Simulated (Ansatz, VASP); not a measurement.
## Two plane-wave programs on Ga4AsP3

```
Ga P As
1.0
    -3.94802    0.00013    0.00012
    -0.00027    3.95105    5.51876
     0.00000    3.95075   -5.51882
Ga P As
4 3 1
Direct
  0.99915 0.99536 0.00472
  0.50096 0.50744 0.00340
  0.49985 0.99659 0.49291
  0.99998 0.49943 0.50013
  0.00090 0.62559 0.87499
  0.99983 0.12463 0.37446
  0.50004 0.62482 0.37514
  0.49928 0.12614 0.87424
```

Change from the starting cell: cell x1, atoms moved at random (sigma 0.05 Å) and cell strained at random (1.5 %), then relaxed without symmetry.

Alike in both runs: functional PBE; k mesh 4 × 2 × 2; occupations gaussian, width 0.1 eV; no spin polarisation.

Ansatz relaxed the structure, and its values are those at the end. VASP's run is a single point on that final structure, the one shown.

```csv
,VASP,Ansatz
version,VASP 6.6.1,Ansatz 0.2.0
potentials or method,"VASP PAW PBE potentials, release 64 (Ga_d, P, As), cutoff 520 eV","scalar-relativistic, plane waves, PAW"
valence electrons in the cell,72,82
```

Ansatz gave:

| Property | Result |
| --- | --- |
| gap on the k mesh at the Fermi level (eV) | 1.11 |
| least direct gap on the mesh (eV) | 1.11 |
| pressure (GPa) | 0.0 |
| rms of the force components (eV/Å) | 0.006 |

Task: Estimate VASP's values.

Result: gap on the k mesh at the Fermi level (eV): 1.10; least direct gap on the mesh (eV): 1.10; pressure (GPa): 0.1; rms of the force components (eV/Å): 0.008.

VASP's potentials hold 72 valence electrons a cell and Ansatz's 82, so a difference there can come from the potentials and not from the codes.

The k mesh is coarse, so the values compare programs but aren't converged.
